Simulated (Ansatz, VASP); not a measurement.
# Si in VASP and in Ansatz

```
Si
1.0
     2.71681    2.71681    0.00000
    -2.71681    2.71681    0.00000
     0.00000    2.71681    2.71681
Si
2
Direct
  0.25000 0.75000 0.50000
  0.00000 0.00000 0.00000
```

Alike in both runs: functional PBEsol; k mesh 12 × 12 × 12; occupations fermi-dirac, width 0.05 eV; no spin polarisation.

Ansatz relaxed the structure, and its values are those at the end. VASP's run is a single point on that final structure, the one shown.

|  | VASP | Ansatz |
| --- | --- | --- |
| version | VASP 6.6.1 | Ansatz 0.2.0 |
| potentials or method | VASP PAW PBE potentials, release 64 (Si) | PAW with Ansatz's default frozen-core files, scalar-relativistic |
| plane-wave cutoff (eV) | 520 | 420 |
| valence electrons in the cell | 8 | 8 |

|  | VASP | Ansatz | Ansatz less VASP |
| --- | --- | --- | --- |
| pressure (GPa) | 0.1 | 0.0 | -0.11 |

VASP's potentials were made for PBE, not for PBEsol.
